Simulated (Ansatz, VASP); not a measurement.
# Ge3Sb4 in VASP and in Ansatz

```
Ge Sb
1.0
    -2.88475    2.88475    5.64947
     2.88475   -2.88475    5.64947
     2.88475    2.88475   -5.64947
Ge Sb
3 4
Direct
  0.75000 0.25000 0.50000
  0.00000 0.00000 0.00000
  0.25000 0.75000 0.50000
  0.50000 0.00000 0.50000
  0.74576 0.74576 0.00000
  0.00000 0.50000 0.50000
  0.25424 0.25424 0.00000
```

Change from the starting cell: ordered vacancies on the cation sites of rock salt (I4/mmm, No. 139).

Alike in both runs: functional PBE; k mesh 10 × 10 × 10; occupations gaussian, width 0.1 eV; no spin polarisation.

Ansatz relaxed the structure, and its values are those at the end. VASP's run is a single point on that final structure, the one shown.

|  | VASP | Ansatz |
| --- | --- | --- |
| version | VASP 6.6.1 | Ansatz 0.2.0 |
| potentials or method | VASP PAW PBE potentials, release 64 (Ge_d, Sb), cutoff 520 eV | scalar-relativistic, plane waves, PAW |
| valence electrons in the cell | 62 | 102 |

```tsv
	VASP	Ansatz	Ansatz less VASP
gap on the k mesh at the Fermi level (eV)	none	none	-
pressure (GPa)	0.0	0.0	+0.02
```

A gap of «none» marks a metal or a gap that the smearing closes. VASP's potentials hold 62 valence electrons a cell and Ansatz's 102, so a difference there can come from the potentials and not from the codes.

Spin-orbit coupling is off throughout.
